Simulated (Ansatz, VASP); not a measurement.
**PbO in VASP and in Ansatz**

```
Pb O
1.0
     3.64159    0.00000    0.00000
     0.00000    3.64159    0.00000
     0.00000    0.00000    5.98190
Pb O
2 2
Direct
  0.00000 0.50000 0.23510
  0.50000 0.00000 0.76490
  0.00000 0.00000 0.00000
  0.50000 0.50000 0.00000
```

Alike in both runs: task single point; functional PBE; dispersion D3(BJ); k mesh 8 × 8 × 6; occupations gaussian, width 0.05 eV; no spin polarisation.

```csv
,VASP,Ansatz
version,VASP 6.6.1,Ansatz 0.2.0
potentials or method,"VASP PAW PBE potentials, release 64 (Pb_d, O), cutoff 520 eV","scalar-relativistic, plane waves, PAW"
valence electrons in the cell,40,40
```

```csv
,VASP,Ansatz,Ansatz less VASP
gap on the k mesh at the Fermi level (eV),1.05,1.06,+0.009
least direct gap on the mesh (eV),1.05,1.06,+0.010
pressure (GPa),4.3,4.3,-0.08
"traceless stress, the component that is largest in VASP (GPa)",-13.07,-13.07,-0.001
rms of the force components (eV/Å),0.585,0.600,+0.0150
```

Atom by atom the forces differ by 0.015 eV/Å (rms over components).

Spin-orbit coupling is off throughout.
